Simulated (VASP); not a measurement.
# AlRu in VASP: settings compared

The runs below take AlRu through single point, with PBE, r2SCAN.

Everything below comes from runs of VASP 6.6.1. Logs are shortened: lines on timing, memory, paths and dates and some standing lists are left out, and cuts for length are marked.

**1. The cell of the first run**

Symmetry: Cmmm, No. 65, orthorhombic system. The conventional cell has a = 4.210 Å, b = 4.252 Å, c = 2.992 Å, α = 90.00°, β = 90.00°, γ = 90.00°. Within 3.4 Å of Ru (site symmetry mmm) lie 8 Al at 2.58 to 2.60 Å and 6 Ru at 2.99 Å. Al (site symmetry mmm) has 8 Ru at 2.58 to 2.60 Å and 6 Al at 2.99 Å within 3.4 Å.

**2. Single point, PBE**

The input, INCAR:

```
SYSTEM = AlRu
ALGO     = Normal         ! electronic algorithm
EDIFF    = 1E-6           ! SCF threshold, eV
ENCUT    = 500            ! plane-wave cutoff, eV
GGA      = PE             ! functional
GGA_COMPAT= .False.      
ISIF     = 2              ! what is computed and relaxed
ISMEAR   = -1             ! smearing method
LASPH    = .True.         ! aspherical terms in the spheres
LCHARG   = .False.        ! write CHGCAR
LREAL    = .False.        ! projectors in reciprocal space
LWAVE    = .False.        ! write WAVECAR
NBANDS   = 16             ! bands
NELM     = 120            ! most SCF steps
PREC     = Accurate       ! precision mode
SIGMA    = 0.05           ! smearing width, eV
```

The input, KPOINTS:

```
k-points
0
Gamma
  8 8 8
  0 0 0
```

The input, POSCAR:

```
AlRu
1.0
    2.9916000000     -0.0149580000      0.0000000000
   -0.0149580000      2.9916000000      0.0000000000
    0.0000000000      0.0000000000      2.9916000000
Ru Al
1 1
Direct
    0.5000000000      0.5000000000      0.5000000000
    0.0000000000      0.0000000000      0.0000000000
```

Potentials or basis: VASP PAW PBE potentials, release 64 (Ru_pv, Al).

Started as:

```sh
$ cat potpaw_PBE.64/Ru_pv/POTCAR potpaw_PBE.64/Al/POTCAR > POTCAR
$ mpirun -np 1 vasp_std > vasp.out
```

OUTCAR:

```text
SYSTEM = AlRu
   EDIFF = 1E-6
   ENCUT = 500
   GGA = PE
   ISIF = 2
   ISMEAR = -1
   LASPH = .True.
   LREAL = .False.
   NELM = 120
   PREC = Accurate

 ion  position               nearest neighbor table
   1  0.500  0.500  0.500-   2 2.58   2 2.58   2 2.58   2 2.58   2 2.60   2 2.60   2 2.60   2 2.60

   2  0.000  0.000  0.000-   1 2.58   1 2.58   1 2.58   1 2.58   1 2.60   1 2.60   1 2.60   1 2.60

  LATTYP: Found a base centered orthorhombic cell.
 ALAT       =     4.2096074867
 B/A-ratio  =     1.0100502513
 C/A-ratio  =     0.7106600816

  Lattice vectors:

 A1 = (   2.9916000000,  -0.0149580000,   0.0000000000)
 A2 = (  -0.0149580000,   2.9916000000,   0.0000000000)
 A3 = (   0.0000000000,   0.0000000000,   2.9916000000)

Analysis of symmetry for initial positions (statically):
=====================================================================
 Subroutine PRICEL returns:
 Original cell was already a primitive cell.

 Routine SETGRP: Setting up the symmetry group for a
 base centered orthorhombic supercell.

 Subroutine GETGRP returns: Found  8 space group operations
 (whereof  8 operations were pure point group operations)
 out of a pool of  8 trial point group operations.

The static configuration has the point symmetry D_2h.

Analysis of symmetry for dynamics (positions and initial velocities):
=====================================================================
 Subroutine PRICEL returns:
 Original cell was already a primitive cell.

 Routine SETGRP: Setting up the symmetry group for a
 base centered orthorhombic supercell.

 Subroutine GETGRP returns: Found  8 space group operations
 (whereof  8 operations were pure point group operations)
 out of a pool of  8 trial point group operations.

The dynamic configuration has the point symmetry D_2h.

 Subroutine INISYM returns: Found  8 space group operations
 (whereof  8 operations are pure point group operations),
 and found     1 'primitive' translations

----------------------------------------------------------------------------------------

                                     Primitive cell

  volume of cell :      26.7732

  direct lattice vectors                    reciprocal lattice vectors
     2.991600000 -0.014958000  0.000000000     0.334277644  0.001671388  0.000000000
    -0.014958000  2.991600000  0.000000000     0.001671388  0.334277644  0.000000000
     0.000000000  0.000000000  2.991600000     0.000000000  0.000000000  0.334269287

  length of vectors
     2.991637395  2.991637395  2.991600000     0.334281823  0.334281823  0.334269287

  position of ions in fractional coordinates (direct lattice)
     0.500000000  0.500000000  0.500000000
     0.000000000  0.000000000  0.000000000

  ion indices of the primitive-cell ions
   primitive index   ion index
                 1           1
                 2           2

----------------------------------------------------------------------------------------

 KPOINTS: k-points

Automatic generation of k-mesh.
 Grid dimensions read from file:
 generate k-points for:    8    8    8

 Generating k-lattice:

  Cartesian coordinates                     Fractional coordinates (reciprocal lattice)
     0.041784706  0.000208924  0.000000000     0.125000000  0.000000000  0.000000000
     0.000208924  0.041784706  0.000000000     0.000000000  0.125000000  0.000000000
     0.000000000  0.000000000  0.041783661     0.000000000  0.000000000  0.125000000

  Length of vectors
     0.041785228  0.041785228  0.041783661

  Shift w.r.t. Gamma in fractional coordinates (k-lattice)
     0.000000000  0.000000000  0.000000000

 Subroutine IBZKPT returns following result:
 ===========================================

 Found    105 irreducible k-points:

 Following reciprocal coordinates:
            Coordinates               Weight
  0.000000  0.000000  0.000000      1.000000
  0.125000  0.000000  0.000000      4.000000
  0.250000  0.000000  0.000000      4.000000
  0.375000  0.000000  0.000000      4.000000
  0.500000  0.000000  0.000000      2.000000
  0.125000  0.125000  0.000000      2.000000
[... 16 lines left out ...]
  0.125000  0.000000  0.125000      8.000000
  0.250000  0.000000  0.125000      8.000000
 [... further k-points ...]
   k-points           NKPTS =    105   k-points in BZ     NKDIM =    105   number of bands    NBANDS=     16
   number of dos      NEDOS =    301   number of ions     NIONS =      2
   total plane-waves  NPLWV =  13824
   dimension x,y,z NGX =    24 NGY =   24 NGZ =   24
   dimension x,y,z NGXF=    48 NGYF=   48 NGZF=   48
   ions per type =               1   1
   NGX,Y,Z   is equivalent  to a cutoff of  13.34, 13.34, 13.34 a.u.
   NGXF,Y,Z  is equivalent  to a cutoff of  26.67, 26.67, 26.67 a.u.
 SYSTEM =  AlRu
   PREC   = accura    normal or accurate (medium, high low for compatibility)
   ISTART =      0    job   : 0-new  1-cont  2-samecut
   ICHARG =      2    charge: 1-file 2-atom 10-const
   ISPIN  =      1    spin polarized calculation?
   LNONCOLLINEAR =      F non collinear calculations
   LSORBIT =      F    spin-orbit coupling
   LASPH  =      T    aspherical Exc in radial PAW
   ENCUT  =  500.0 eV  36.75 Ry    6.06 a.u.   5.45  5.45  5.45*2*pi/ulx,y,z
   NELM   =    120;   NELMIN=  2; NELMDL= -5     # of ELM steps
   EDIFF  = 0.1E-05   stopping-criterion for ELM
   LREAL  =      F    real-space projection
   EDIFFG = 0.1E-04   stopping-criterion for IOM
   NSW    =      0    number of steps for IOM
   IBRION =     -1    ionic relax: 0-MD 1-quasi-New 2-CG
   NFREE  =      0    steps in history (QN), initial steepest desc. (CG)
   ISIF   =      2    stress and relaxation
   ISYM   =      2    0-nonsym 1-usesym 2-fastsym
   POTIM  = 0.5000    time-step for ionic-motion
   TEBEG  =    0.0;   TEEND  =   0.0 temperature during run
   PSTRESS=    0.0 pullay stress
   NELECT =      17.0000    total number of electrons
   NUPDOWN=      -1.0000    fix difference up-down
   EMIN   =  10.00;   EMAX   =-10.00  energy-range for DOS
   EFERMI =   0.00;   METHOD = LEGACY
   ISMEAR =    -1;   SIGMA  =   0.05  broadening in eV -4-tet -1-fermi 0-gaus
   EFERMI_NEDOS =   21; number of points for ismear=-14 and -15
   IALGO  =     38    algorithm
   IMIX   =      4    mixing-type and parameters
     AMIX     =   0.40;   BMIX     =  1.00
     AMIX_MAG =   1.60;   BMIX_MAG =  1.00
  volume/ion in A,a.u.               =      13.39        90.34
  Fermi-wavevector in a.u.,A,eV,Ry     =   1.407099  2.659031 26.938539  1.979927
  Thomas-Fermi vector in A             =   2.529392
   LORBIT       =      0    0 simple, 1 ext, 2 COOP (PROOUT), +10 PAW based schemes
   GGA     = PE    functional components
   LHFCALC =     F    Hartree Fock is set to
   AEXX    =    0.0000 exact exchange contribution
   IVDW    =     0    specifies the selected vdW correction
   LEPSILON=     F    determine dielectric tensor
   LRPA    =     F    only Hartree local field effects (RPA)
 non-spin polarized calculation
  energy-cutoff  :      500.00
  volume of cell :       26.77
 maximum number of plane-waves:       697
 NGX is ok and might be reduce to    24
   NGX = 11   NGY = 11   NGZ = 11

 number of electron      16.9999995 magnetization

 Free energy of the ion-electron system (eV)
  ---------------------------------------------------
  ext. energy  EPLUGINS =         0.00000000
  ---------------------------------------------------
  free energy    TOTEN  =       -14.22686646 eV

  energy without entropy =      -14.20763842  energy(sigma->0) =      -14.21725244

 E-fermi :  10.7800     XC(G=0): -12.5641

 val. band max:       10.7416716600   @ k =   0.2500   0.1250   0.0000
 cond. band min:      10.8222181212   @ k =  -0.3750   0.3750   0.2500
 fundamental gap:      0.0805464612
 Fermi energy:        10.7800319882

 k-point     1 :       0.0000    0.0000    0.0000
  band No.  band energies     occupation
      1     -31.0240      2.00000
      2     -31.0216      2.00000
      3     -31.0188      2.00000
      4       1.0417      2.00000
      5       7.1619      2.00000
      6       7.1629      2.00000
[... 8 lines left out ...]
     15      22.8918      0.00000
     16      25.8282      0.00000

 k-point     2 :       0.1250    0.0000    0.0000
  band No.  band energies     occupation
      1     -31.0526      2.00000
      2     -31.0190      2.00000
      3     -31.0186      2.00000
      4       1.3400      2.00000
      5       7.2525      2.00000
      6       7.2657      2.00000
[... 8 lines left out ...]
     15      22.8931      0.00000
     16      26.8019      0.00000

 k-point     3 :       0.2500    0.0000    0.0000
  band No.  band energies     occupation
      1     -31.1268      2.00000
      2     -31.0126      2.00000
      3     -31.0124      2.00000
      4       2.1939      2.00000
      5       7.2487      2.00000
      6       7.5332      2.00000
[... 8 lines left out ...]
     15      23.5182      0.00000
     16      27.1942      0.00000

 k-point     4 :       0.3750    0.0000    0.0000
  band No.  band energies     occupation
      1     -31.2004      2.00000
      2     -31.0063      2.00000
      3     -31.0061      2.00000
      4       3.4896      2.00000
      5       6.5147      2.00000
      6       7.8305      2.00000
[... 8 lines left out ...]
     15      23.9284      0.00000
     16      24.9466      0.00000
[... 324 lines left out ...]
 k-point    22 :       0.0000    0.0000    0.1250
  band No.  band energies     occupation
      1     -31.0526      2.00000
      2     -31.0214      2.00000
      3     -31.0162      2.00000
      4       1.3399      2.00000
      5       7.2519      2.00000
      6       7.2665      2.00000
[... 8 lines left out ...]
     15      22.8931      0.00000
     16      26.8021      0.00000

 k-point    23 :       0.1250    0.0000    0.1250
  band No.  band energies     occupation
      1     -31.0510      2.00000
      2     -31.0486      2.00000
      3     -31.0159      2.00000
      4       1.6309      2.00000
      5       7.3452      2.00000
      6       7.3809      2.00000
[... 8 lines left out ...]
     15      23.1600      0.00000
     16      27.4868      0.00000

 k-point    24 :       0.2500    0.0000    0.1250
  band No.  band energies     occupation
      1     -31.1236      2.00000
      2     -31.0430      2.00000
      3     -31.0098      2.00000
      4       2.4601      2.00000
      5       7.3497      2.00000
      6       7.6502      2.00000
[... 8 lines left out ...]
     15      24.4891      0.00000
     16      26.0813      0.00000

 [... further k-points ...]
[... 5 lines left out ...]
  --------------------------------------------------------------------------------------
  -------------------------------------------------------------------------------------
  Total        0.4933589      0.4933589      0.4927118      0.2177248      0.0000000      0.0000000
  in kB       29.5239102     29.5239102     29.4851831     13.0292287      0.0000000      0.0000000
  external PRESSURE =      29.5110012 kB  Pullay stress =       0.0000000 kB

 VOLUME and BASIS-vectors are now :
 -----------------------------------------------------------------------------
  energy-cutoff  :      500.00
  volume of cell :       26.77
      direct lattice vectors                 reciprocal lattice vectors
     2.991600000 -0.014958000  0.000000000     0.334277644  0.001671388  0.000000000
    -0.014958000  2.991600000  0.000000000     0.001671388  0.334277644  0.000000000
     0.000000000  0.000000000  2.991600000     0.000000000  0.000000000  0.334269287

 POSITION                                       TOTAL-FORCE (eV/Angst)
 -----------------------------------------------------------------------------------
      1.48832      1.48832      1.49580        -0.000000      0.000000      0.000000
      0.00000      0.00000      0.00000         0.000000      0.000000      0.000000
 -----------------------------------------------------------------------------------
    total drift:                                0.000000     -0.000000     -0.000000

  FREE ENERGIE OF THE ION-ELECTRON SYSTEM (eV)
  ---------------------------------------------------
  free  energy   TOTEN  =       -14.2268664566 eV

  energy  without entropy=      -14.2076384190  energy(sigma->0) =      -14.21725244
```

Wall time 52 s (1 thread of Intel Xeon 8259CL, shared host); peak memory 0.17 GiB.

What came out:

* Free energy: -14.2269 eV
* Pressure: 3.0 GPa
* Band gap on the k mesh: zero (an odd number of electrons rules out a gap without spin polarisation)

[end of part 1 of 2]
